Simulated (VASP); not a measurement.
# Ta4O (P6/mmm) in VASP: further runs

Ta4O is run at these levels: PBE; tasks: single point.

Program: VASP 6.6.1. These are calculated values, not measurements. Logs are shortened: lines on timing, memory, paths and dates and some standing lists are left out, and cuts for length are marked.

## (1) The cell of the first run

The structure is hexagonal, space group P6/mmm (No. 191). Conventional cell: a = 4.826 Å, b = 4.826 Å, c = 3.597 Å, α = 90.00°, β = 90.00°, γ = 120.00°. Ta (site symmetry mmm) has 8 Ta at 2.41 to 3.01 Å and 2 O at 2.41 Å within 3.2 Å. Within 2.4 Å of Ta (site symmetry 6/mmm) lie 2 O at 1.80 Å. O (site symmetry 6/mmm) has 2 Ta at 1.80 Å within 2.4 Å.

## (2) Single point, PBE

Input file INCAR:

```
SYSTEM = Ta4O
ALGO = Normal ; EDIFF = 1E-6
ENCUT = 520 ; GGA = PE
ISIF = 2 ; ISMEAR = 0
LASPH = .True. ; LCHARG = .False.
LREAL = .False. ; LWAVE = .False.
NBANDS = 33 ; NELM = 60
PREC = Accurate ; SIGMA = 0.1
```

Input file KPOINTS:

```
k-points
0
Gamma
  6 6 6
  0 0 0
```

Input file POSCAR:

```
Ta4O
1.0
    4.8261951200      0.0000000000      0.0000000000
   -2.4130975600      4.1796075700      0.0000000000
    0.0000000000      0.0000000000      3.5967684800
Ta O
4 1
Direct
    0.5000000000      0.0000000000      0.5000000000
    0.0000000000      0.5000000000      0.5000000000
    0.5000000000      0.5000000000      0.5000000000
    0.0000000000      0.0000000000      0.0000000000
    0.0000000000      0.0000000000      0.5000000000
```

Potentials or basis: VASP PAW PBE potentials, release 64 (Ta_pv, O).

The run is started by

```
cat potpaw_PBE.64/Ta_pv/POTCAR potpaw_PBE.64/O/POTCAR > POTCAR
mpirun -np 1 vasp_std > vasp.out
```

OUTCAR:

```text
SYSTEM = Ta4O
   EDIFF = 1E-6
   ENCUT = 520
   GGA = PE
   ISIF = 2
   ISMEAR = 0
   LASPH = .True.
   LREAL = .False.
   NELM = 60
   PREC = Accurate

 ion  position               nearest neighbor table
   1  0.500  0.000  0.500-   2 2.41   3 2.41   3 2.41   2 2.41   5 2.41   5 2.41   4 3.01   4 3.01
                             4 3.01   4 3.01
   2  0.000  0.500  0.500-   1 2.41   5 2.41   5 2.41   1 2.41   3 2.41   3 2.41   4 3.01   4 3.01
                             4 3.01   4 3.01
   3  0.500  0.500  0.500-   1 2.41   5 2.41   1 2.41   5 2.41   2 2.41   2 2.41   4 3.01   4 3.01
                             4 3.01   4 3.01
   4  0.000  0.000  0.000-   5 1.80   5 1.80   2 3.01   2 3.01   3 3.01   3 3.01   2 3.01   2 3.01
                             3 3.01   3 3.01   1 3.01   1 3.01   1 3.01   1 3.01
   5  0.000  0.000  0.500-   4 1.80   4 1.80   2 2.41   3 2.41   2 2.41   3 2.41   1 2.41   1 2.41

  LATTYP: Found a hexagonal cell.
 ALAT       =     4.8261951200
 C/A-ratio  =     0.7452596488

  Lattice vectors:

 A1 = (   4.8261951200,   0.0000000000,   0.0000000000)
 A2 = (  -2.4130975600,   4.1796075700,   0.0000000000)
 A3 = (   0.0000000000,   0.0000000000,   3.5967684800)

Analysis of symmetry for initial positions (statically):
=====================================================================
 Subroutine PRICEL returns:
 Original cell was already a primitive cell.

 Routine SETGRP: Setting up the symmetry group for a
 hexagonal supercell.

 Subroutine GETGRP returns: Found 24 space group operations
 (whereof 24 operations were pure point group operations)
 out of a pool of 24 trial point group operations.

The static configuration has the point symmetry D_6h.

Analysis of symmetry for dynamics (positions and initial velocities):
=====================================================================
 Subroutine PRICEL returns:
 Original cell was already a primitive cell.

 Routine SETGRP: Setting up the symmetry group for a
 hexagonal supercell.

 Subroutine GETGRP returns: Found 24 space group operations
 (whereof 24 operations were pure point group operations)
 out of a pool of 24 trial point group operations.

The dynamic configuration has the point symmetry D_6h.

 Subroutine INISYM returns: Found 24 space group operations
 (whereof 24 operations are pure point group operations),
 and found     1 'primitive' translations

----------------------------------------------------------------------------------------

                                     Primitive cell

  volume of cell :      72.5526

  direct lattice vectors                    reciprocal lattice vectors
     4.826195120  0.000000000  0.000000000     0.207202563  0.119628456  0.000000000
    -2.413097560  4.179607570  0.000000000     0.000000000  0.239256912  0.000000000
     0.000000000  0.000000000  3.596768480     0.000000000  0.000000000  0.278027347

  length of vectors
     4.826195120  4.826195113  3.596768480     0.239256912  0.239256912  0.278027347

  position of ions in fractional coordinates (direct lattice)
     0.500000000  0.000000000  0.500000000
     0.000000000  0.500000000  0.500000000
     0.500000000  0.500000000  0.500000000
     0.000000000  0.000000000  0.000000000
     0.000000000  0.000000000  0.500000000

  ion indices of the primitive-cell ions
   primitive index   ion index
                 1           1
                 2           2
                 3           3
                 4           4
                 5           5

----------------------------------------------------------------------------------------

 KPOINTS: k-points

Automatic generation of k-mesh.
 Grid dimensions read from file:
 generate k-points for:    6    6    6

 Generating k-lattice:

  Cartesian coordinates                     Fractional coordinates (reciprocal lattice)
     0.034533761  0.019938076  0.000000000     0.166666667  0.000000000  0.000000000
     0.000000000  0.039876152  0.000000000     0.000000000  0.166666667  0.000000000
     0.000000000  0.000000000  0.046337891     0.000000000  0.000000000  0.166666667

  Length of vectors
     0.039876152  0.039876152  0.046337891

  Shift w.r.t. Gamma in fractional coordinates (k-lattice)
     0.000000000  0.000000000  0.000000000

 Subroutine IBZKPT returns following result:
 ===========================================

 Found     28 irreducible k-points:

 Following reciprocal coordinates:
            Coordinates               Weight
  0.000000  0.000000  0.000000      1.000000
  0.166667 -0.000000  0.000000      6.000000
  0.333333 -0.000000  0.000000      6.000000
  0.500000 -0.000000  0.000000      3.000000
  0.166667  0.166667  0.000000      6.000000
  0.333333  0.166667  0.000000     12.000000
[... 16 lines left out ...]
  0.166667 -0.000000  0.500000      6.000000
  0.333333 -0.000000  0.500000      6.000000
 [... further k-points ...]
   k-points           NKPTS =     28   k-points in BZ     NKDIM =     28   number of bands    NBANDS=     33
   number of dos      NEDOS =    301   number of ions     NIONS =      5
   total plane-waves  NPLWV =  36288
   dimension x,y,z NGX =    36 NGY =   36 NGZ =   28
   dimension x,y,z NGXF=    72 NGYF=   72 NGZF=   56
   ions per type =               4   1
   NGX,Y,Z   is equivalent  to a cutoff of  12.40, 12.40, 12.94 a.u.
   NGXF,Y,Z  is equivalent  to a cutoff of  24.80, 24.80, 25.88 a.u.
 SYSTEM =  Ta4O
   PREC   = accura    normal or accurate (medium, high low for compatibility)
   ISTART =      0    job   : 0-new  1-cont  2-samecut
   ICHARG =      2    charge: 1-file 2-atom 10-const
   ISPIN  =      1    spin polarized calculation?
   LNONCOLLINEAR =      F non collinear calculations
   LSORBIT =      F    spin-orbit coupling
   LASPH  =      T    aspherical Exc in radial PAW
   ENCUT  =  520.0 eV  38.22 Ry    6.18 a.u.   8.97  8.97  6.69*2*pi/ulx,y,z
   NELM   =     60;   NELMIN=  2; NELMDL= -5     # of ELM steps
   EDIFF  = 0.1E-05   stopping-criterion for ELM
   LREAL  =      F    real-space projection
   EDIFFG = 0.1E-04   stopping-criterion for IOM
   NSW    =      0    number of steps for IOM
   IBRION =     -1    ionic relax: 0-MD 1-quasi-New 2-CG
   NFREE  =      0    steps in history (QN), initial steepest desc. (CG)
   ISIF   =      2    stress and relaxation
   ISYM   =      2    0-nonsym 1-usesym 2-fastsym
   POTIM  = 0.5000    time-step for ionic-motion
   TEBEG  =    0.0;   TEEND  =   0.0 temperature during run
   PSTRESS=    0.0 pullay stress
   NELECT =      50.0000    total number of electrons
   NUPDOWN=      -1.0000    fix difference up-down
   EMIN   =  10.00;   EMAX   =-10.00  energy-range for DOS
   EFERMI =   0.00;   METHOD = LEGACY
   ISMEAR =     0;   SIGMA  =   0.10  broadening in eV -4-tet -1-fermi 0-gaus
   EFERMI_NEDOS =   21; number of points for ismear=-14 and -15
   IALGO  =     38    algorithm
   IMIX   =      4    mixing-type and parameters
     AMIX     =   0.40;   BMIX     =  1.00
     AMIX_MAG =   1.60;   BMIX_MAG =  1.00
  volume/ion in A,a.u.               =      14.51        97.92
  Fermi-wavevector in a.u.,A,eV,Ry     =   1.446041  2.732621 28.450244  2.091034
  Thomas-Fermi vector in A             =   2.564154
   LORBIT       =      0    0 simple, 1 ext, 2 COOP (PROOUT), +10 PAW based schemes
   GGA     = PE    functional components
   LHFCALC =     F    Hartree Fock is set to
   AEXX    =    0.0000 exact exchange contribution
   IVDW    =     0    specifies the selected vdW correction
   LEPSILON=     F    determine dielectric tensor
   LRPA    =     F    only Hartree local field effects (RPA)
 non-spin polarized calculation
 Gauss-broadening in eV      SIGMA  =   0.10
  energy-cutoff  :      520.00
  volume of cell :       72.55
 maximum number of plane-waves:      1977
 NGX is ok and might be reduce to    36
   NGX = 17   NGY = 17   NGZ = 13

 number of electron      50.0000021 magnetization

 Free energy of the ion-electron system (eV)
  ---------------------------------------------------
  ext. energy  EPLUGINS =         0.00000000
  ---------------------------------------------------
  free energy    TOTEN  =       -45.73495498 eV

  energy without entropy =      -45.71697749  energy(sigma->0) =      -45.72596623

 E-fermi :   7.0129     XC(G=0): -12.8305

 val. band max:        6.9900170424   @ k =   0.1667   0.1667   0.3333
 cond. band min:       7.0201290269   @ k =   0.3333  -0.0000   0.5000
 fundamental gap:      0.0301119844
 Fermi energy:         7.0129324673

 k-point     1 :       0.0000    0.0000    0.0000
  band No.  band energies     occupation
      1     -29.9149      2.00000
      2     -28.6199      2.00000
      3     -28.6199      2.00000
      4     -28.5070      2.00000
      5     -27.3064      2.00000
      6     -27.1424      2.00000
[... 25 lines left out ...]
     32      11.9563      0.00000
     33      11.9566      0.00000

 k-point     2 :       0.1667   -0.0000    0.0000
  band No.  band energies     occupation
      1     -29.7340      2.00000
      2     -28.5752      2.00000
      3     -28.4961      2.00000
      4     -28.4835      2.00000
      5     -27.2835      2.00000
      6     -27.1696      2.00000
[... 25 lines left out ...]
     32      11.0671      0.00000
     33      11.3924      0.00000

 k-point     3 :       0.3333   -0.0000    0.0000
  band No.  band energies     occupation
      1     -29.3214      2.00000
      2     -28.4743      2.00000
      3     -28.3646      2.00000
      4     -28.1115      2.00000
      5     -27.2248      2.00000
      6     -27.2209      2.00000
[... 25 lines left out ...]
     32       9.4481      0.00000
     33      10.7114      0.00000

 k-point     4 :       0.5000   -0.0000    0.0000
  band No.  band energies     occupation
      1     -29.1121      2.00000
      2     -28.4632      2.00000
      3     -27.8041      2.00000
      4     -27.7498      2.00000
      5     -27.6389      2.00000
      6     -27.3111      2.00000
[... 673 lines left out ...]
     32      11.2798      0.00000
     33      11.5612      0.00000

 k-point    23 :       0.1667   -0.0000    0.5000
  band No.  band energies     occupation
      1     -29.7236      2.00000
      2     -29.1165      2.00000
      3     -28.3750      2.00000
      4     -28.3710      2.00000
      5     -27.5100      2.00000
      6     -27.2543      2.00000
[... 25 lines left out ...]
     32      11.5116      0.00000
     33      11.7582      0.00000

 k-point    24 :       0.3333   -0.0000    0.5000
  band No.  band energies     occupation
      1     -29.3877      2.00000
      2     -29.1345      2.00000
      3     -28.1074      2.00000
      4     -27.9810      2.00000
      5     -27.5563      2.00000
      6     -27.2909      2.00000
[... 25 lines left out ...]
     32      11.3543      0.00000
     33      11.5485      0.00000

 [... further k-points ...]

------------------------ aborting loop because EDIFF is reached ----------------------------------------

  FORCE on cell =-STRESS in cart. coord.  units (eV):
  Direction    XX          YY          ZZ          XY          YZ          ZX
  --------------------------------------------------------------------------------------
  -------------------------------------------------------------------------------------
  Total       33.3226301     33.3226299     24.8326469      0.0000000      0.0000000      0.0000000
  in kB      735.8630347    735.8630321    548.3788901      0.0000000      0.0000000      0.0000000
  external PRESSURE =     673.3683189 kB  Pullay stress =       0.0000000 kB

 VOLUME and BASIS-vectors are now :
 -----------------------------------------------------------------------------
  energy-cutoff  :      520.00
  volume of cell :       72.55
      direct lattice vectors                 reciprocal lattice vectors
     4.826195120  0.000000000  0.000000000     0.207202563  0.119628456  0.000000000
    -2.413097560  4.179607570  0.000000000     0.000000000  0.239256912  0.000000000
     0.000000000  0.000000000  3.596768480     0.000000000  0.000000000  0.278027347

 POSITION                                       TOTAL-FORCE (eV/Angst)
 -----------------------------------------------------------------------------------
      2.41310      0.00000      1.79838        -0.000000      0.000000      0.000000
     -1.20655      2.08980      1.79838         0.000000      0.000000      0.000000
      1.20655      2.08980      1.79838        -0.000000      0.000000      0.000000
      0.00000      0.00000      0.00000         0.000000      0.000000      0.000000
      0.00000      0.00000      1.79838         0.000000      0.000000      0.000000
 -----------------------------------------------------------------------------------
    total drift:                                0.000000      0.000000      0.000000

  FREE ENERGIE OF THE ION-ELECTRON SYSTEM (eV)
  ---------------------------------------------------
  free  energy   TOTEN  =       -45.7349549755 eV

  energy  without entropy=      -45.7169774945  energy(sigma->0) =      -45.72596623
```

Run time: 48 s. Hardware: 1 thread of Intel Xeon Platinum 8259CL at 2.50GHz (Skylake/Cascade Lake), shared host; peak memory 0.2 GiB.

What came out:

| Property | Result |
| --- | --- |
| Free energy | -45.7350 eV |
| Pressure | 67.3 GPa |
| Band gap on the k mesh | zero (band 25 reaches 8.84 eV, above the bottom of band 26 at 5.67 eV) |

Stress tensor (GPa, compression positive):
```
73.59  0.00  0.00
 0.00 73.59  0.00
 0.00  0.00 54.84
```

Levels at points of the mesh, in eV from the Fermi level:
```csv
k point,band 22,band 23,band 24,band 25,band 26,band 27,band 28,band 29,band 30,band 31
"(0.00, 0.00, 0.00)",-3.51,-3.31,-1.61,-1.34,-1.34,3.18,3.18,3.35,4.07,4.07
"(0.50, 0.00, 0.00)",-1.04,-1.01,-0.90,-0.77,-0.50,0.11,0.12,1.19,1.35,1.72
"(0.00, 0.00, 0.50)",-2.81,-2.81,-1.95,-0.20,-0.20,1.65,3.67,3.67,4.01,4.01
"(0.50, 0.00, 0.50)",-1.29,-0.87,0.34,0.55,1.09,1.38,1.47,2.42,2.97,3.29
```

Caveat: spin-orbit coupling is left out, which moves the levels of the heavy elements.

## (3) Single point, PBE

This run uses another cell than the first one, of 18.98 Å³/atom, 1.308 times its volume.

Input file INCAR:

```
PREC = Accurate
ENCUT = 520
EDIFF = 1E-7
ISMEAR = 0
SIGMA = 0.1
LREAL = False
LASPH = True
NELM = 60
ALGO = Normal
ISIF = 2
LWAVE = False
LCHARG = True
GGA = PE
LELF = True
LVHAR = True
NBANDS = 33
```

Input file KPOINTS:

```
Automatic mesh
0
Gamma
  6 6 6
```

Edit POSCAR of step 2 so:

```diff
@@ -2,5 +2,5 @@
 1.0
-    4.8261951200      0.0000000000      0.0000000000
-   -2.4130975600      4.1796075700      0.0000000000
-    0.0000000000      0.0000000000      3.5967684800
+    5.3810746695      0.0000000000      0.0000000000
+   -2.6905373347      4.6601473634      0.0000000000
+    0.0000000000      0.0000000000      3.7838475797
 Ta O
```

Potentials or basis: VASP PAW PBE potentials, release 64 (Ta_pv, O).

The run is started by

```
cat potpaw_PBE.64/Ta_pv/POTCAR potpaw_PBE.64/O/POTCAR > POTCAR
mpirun -np 1 vasp_std > vasp.out
```

Wall time 81 s (1 thread of Intel Xeon Platinum 8259CL at 2.50GHz (Skylake/Cascade Lake), shared host); peak memory 0.24 GiB.

Results (log left out):

| Quantity | Value |
| --- | --- |
| Free energy | -49.5519 eV |
| Pressure | 0.3 GPa |
| Band gap on the k mesh | zero (band 25 reaches 5.86 eV, above the bottom of band 26 at 3.94 eV) |

Stress tensor (GPa, compression positive):
```
0.14 0.00 0.00
0.00 0.14 0.00
0.00 0.00 0.58
```

Levels at points of the mesh, in eV from the Fermi level:
```csv
k point,band 21,band 22,band 23,band 24,band 25,band 26,band 27,band 28,band 29,band 30
"(0.00, 0.00, 0.00)",-1.95,-1.95,-1.59,-1.19,-0.69,-0.69,2.23,2.30,2.30,3.04
"(0.50, 0.00, 0.00)",-1.00,-0.94,-0.92,-0.72,-0.64,-0.28,0.02,0.53,0.59,1.47
"(0.00, 0.00, 0.50)",-2.71,-1.90,-1.90,-1.76,-0.02,-0.02,1.97,3.06,3.21,3.21
"(0.50, 0.00, 0.50)",-1.11,-0.91,-0.79,-0.57,0.36,0.44,1.22,1.48,1.64,2.29
```

Caveat: spin-orbit coupling is left out, which moves the levels of the heavy elements.

## (4) Single point, PBE

This run uses another cell than the first one, of 18.98 Å³/atom, 1.308 times its volume.

Input file INCAR:

```
PREC = Accurate
ENCUT = 600
EDIFF = 1E-6
ISMEAR = 0
SIGMA = 0.1
LREAL = False
LASPH = True
NELM = 120
ALGO = Normal
ISIF = 2
LWAVE = False
LCHARG = True
GGA = PE
LELF = True
LVHAR = True
NBANDS = 37
GGA_COMPAT = False
```

KPOINTS is that of step 3.

POSCAR is that of step 3.

Potentials or basis: VASP PAW PBE potentials, release 64 (Ta_sv_GW, O).

The run is started by

```
cat potpaw_PBE.64/Ta_sv_GW/POTCAR potpaw_PBE.64/O/POTCAR > POTCAR
mpirun -np 1 vasp_std > vasp.out
```

It took 2.4 min on 1 thread of Intel Xeon Platinum 8488C (Sapphire Rapids), shared host; peak memory 0.3 GiB.

Results (log left out):

```yaml
Free_energy: -59.5687 eV
Pressure: -0.2 GPa
Band_gap_on_the_k_mesh: zero (band 29 reaches 9.68 eV, above the bottom of band 30 at 7.76 eV)
```

Stress tensor (GPa, compression positive):
```
-0.34  0.00  0.00
 0.00 -0.34  0.00
 0.00  0.00  0.11
```

Levels at points of the mesh, in eV from the Fermi level:
```csv
k point,band 27,band 28,band 29,band 30,band 31,band 32
"(0.00, 0.00, 0.00)",-1.59,-1.20,-0.69,-0.69,2.24,2.30
"(0.50, 0.00, 0.00)",-0.92,-0.72,-0.64,-0.28,0.02,0.52
"(0.00, 0.00, 0.50)",-1.89,-1.77,-0.02,-0.02,1.97,3.06
"(0.50, 0.00, 0.50)",-0.78,-0.57,0.35,0.43,1.22,1.47
```

Caveat: spin-orbit coupling is left out, which moves the levels of the heavy elements.

## (5) The runs side by side

| potentials or basis | cell | cutoff (eV) | second run | gap on the mesh (eV) | pressure (GPa) |
| --- | --- | --- | --- | --- | --- |
| VASP PAW PBE potentials, release 64 (Ta_pv, O) | a = 4.826, b = 4.826, c = 3.597 Å, angles 90.0, 90.0, 120.0°, 5 atoms | 520 | - | none | 67.3 |
| VASP PAW PBE potentials, release 64 (Ta_pv, O) | a = 5.381, b = 5.381, c = 3.784 Å, angles 90.0, 90.0, 120.0°, 5 atoms | 520 | - | none | 0.3 |
| VASP PAW PBE potentials, release 64 (Ta_sv_GW, O) | a = 5.381, b = 5.381, c = 3.784 Å, angles 90.0, 90.0, 120.0°, 5 atoms | 600 | valence_matched | none | -0.2 |

Alike in all rows: task single point; level PBE; no spin polarisation; k mesh 6 × 6 × 6; smearing gaussian 0.1 eV.

Caveats: spin-orbit coupling is left out, which moves the levels of the heavy elements.

Absolute energies hang on the potentials; compare differences alone.
